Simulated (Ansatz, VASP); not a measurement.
This is a calculation of SnTe for VASP 6.6.1.

The input INCAR:

```
SYSTEM = SnTe
  ALGO = Normal
  EDIFF = 1E-6
  ENCUT = 520
  GGA = CA
  ISIF = 2
  ISMEAR = -1
  LASPH = .TRUE.
  LCHARG = .TRUE.
  LELF = .TRUE.
  LREAL = .FALSE.
  LVHAR = .TRUE.
  LWAVE = .FALSE.
  NBANDS = 17
  NELM = 80
  PREC = Accurate
  SIGMA = 0.05
```

File KPOINTS:

```
k-points
0
G
  7 7 7
  0 0 0
```

Contents of POSCAR:

```
SnTe
1.0
    0.0000000000      3.6350615711      3.6350615711
    3.6350615711      0.0000000000      3.6350615711
    3.6350615711      3.6350615711      0.0000000000
Te Sn
1 1
Direct
    0.2500000000      0.2500000000      0.2500000000
    0.0000000000      0.0000000000      0.0000000000
```

Potentials or basis: VASP PAW LDA potentials, release 64 (Te, Sn_d).

Launch:

```console
$ cat potpaw_LDA.64/Te/POTCAR potpaw_LDA.64/Sn_d/POTCAR > POTCAR
$ mpirun -np 1 vasp_std > vasp.out
```

**Question.** Set up the same calculation for Ansatz 0.2.0. Potentials there: all-electron LAPW, scalar-relativistic.

**Answer.** As run (the cutoff follows the program's own potentials):

File input.yaml:

```yaml
crystal:
  lattice:
    - [0.0, 3.6350615711, 3.6350615711]
    - [3.6350615711, 0.0, 3.6350615711]
    - [3.6350615711, 3.6350615711, 0.0]
  atoms:
    - { symbol: Te, position: [0.25, 0.25, 0.25] }
    - { symbol: Sn, position: [0.0, 0.0, 0.0] }
kpoints:
  mp_grid: { grid: [7, 7, 7] }
scf:
  occupations: { method: fermi_dirac, width: 0.05 }
hamiltonian:
  xc: lda
  pseudopotentials: { kind: all_electron, lapw: { basis_error: 0.001 } }
output:
  forces: true
  stress: true
  eigenvalues: true
```

Potentials or basis: all-electron LAPW, scalar-relativistic.

Launch:

```console
$ ansatz run input.yaml --threads 1 --pin off --max-ram 3072MiB --backend cpu --events-out ev --progress --plain --runs-dir out
```

Both were run:

|  | VASP | Ansatz | Ansatz less VASP |
| --- | --- | --- | --- |
| gap on the k mesh at the Fermi level (eV) | 0.29 | 0.30 | +0.009 |
| least direct gap on the mesh (eV) | 0.77 | 0.78 | +0.006 |
| pressure (GPa) | -2.6 | -2.6 | -0.02 |

LDA's correlation is that of Perdew and Zunger in VASP and of Perdew and Wang (1992) in Ansatz. Ansatz ran all-electron here, and VASP with PAW potentials.

Neither program's run includes spin-orbit coupling.
